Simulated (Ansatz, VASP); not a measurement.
## HfBr in VASP and in Ansatz

```
CELL_PARAMETERS angstrom
3.19934 0.00000 0.00000
0.00000 3.19934 0.00000
0.00000 0.00000 4.05782
ATOMIC_POSITIONS crystal
Hf 0.00000 0.00000 0.00000
Br 0.50000 0.50000 0.50000
```

Change from the starting cell: species swapped into the NbRu type (P4/mmm, No. 123).

Alike in both runs: task relaxation of cell and atoms; functional PBE; k mesh 18 × 18 × 14; occupations gaussian, width 0.1 eV; no spin polarisation.

|  | VASP | Ansatz |
| --- | --- | --- |
| version | VASP 6.6.1 | Ansatz 0.2.0 |
| potentials or method | VASP PAW PBE potentials, release 64 (Hf_pv, Br), cutoff 600 eV | scalar-relativistic, plane waves, PAW |
| valence electrons in the cell | 17 | 33 |

Ansatz gave:

| Quantity | Value |
| --- | --- |
| gap on the k mesh at the Fermi level, each at its own relaxed structure (eV) | none |
| relaxed volume (Å³/atom) | 20.60 |
| relaxed length of the cell vector where the two differ most in proportion (Å) | 3.916 |

Q: What did VASP give for the same quantities?

A: gap on the k mesh at the Fermi level, each at its own relaxed structure (eV): none; relaxed volume (Å³/atom): 20.41; relaxed length of the cell vector where the two differ most in proportion (Å): 3.878.

A gap of «none» marks a metal or a gap that the smearing closes. VASP's potentials hold 17 valence electrons a cell and Ansatz's 33, so a difference there can come from the potentials and not from the codes.

Spin-orbit coupling is off throughout.
